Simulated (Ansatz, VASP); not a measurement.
# TiO2: VASP beside Ansatz

```xyz
6
Lattice="-1.8998 1.8998 4.8479 1.8998 -1.8998 4.8479 1.8998 1.8998 -4.8479" Properties=species:S:1:pos:R:3 pbc="T T T"
Ti    0.0000    0.0000    0.0000
Ti    0.0000    1.8998    2.4240
O     0.0000    0.0000    2.0023
O     0.0000    1.8998    4.4262
O     0.0000    1.8998    0.4217
O     0.0000    0.0000    7.6936
```

Alike in both runs: task relaxation of cell and atoms; functional PBE; k mesh 10 × 10 × 10; no spin polarisation.

|  | VASP | Ansatz |
| --- | --- | --- |
| version | VASP 6.6.1 | Ansatz 0.2.0 |
| potentials or method | VASP PAW PBE potentials, release 64 (Ti_sv, O), cutoff 600 eV | scalar-relativistic, plane waves, PAW |
| occupations | gaussian, width 0.01 eV | fixed |
| valence electrons in the cell | 48 | 48 |

|  | VASP | Ansatz | Ansatz less VASP |
| --- | --- | --- | --- |
| gap on the k mesh at the Fermi level, each at its own relaxed structure (eV) | 2.11 | 2.14 | +0.030 |
| relaxed volume (Å³/atom) | 11.69 | 11.67 | -0.023 |
| relaxed cell length with the largest relative difference (Å) | 5.547 | 5.544 | -0.0025 |
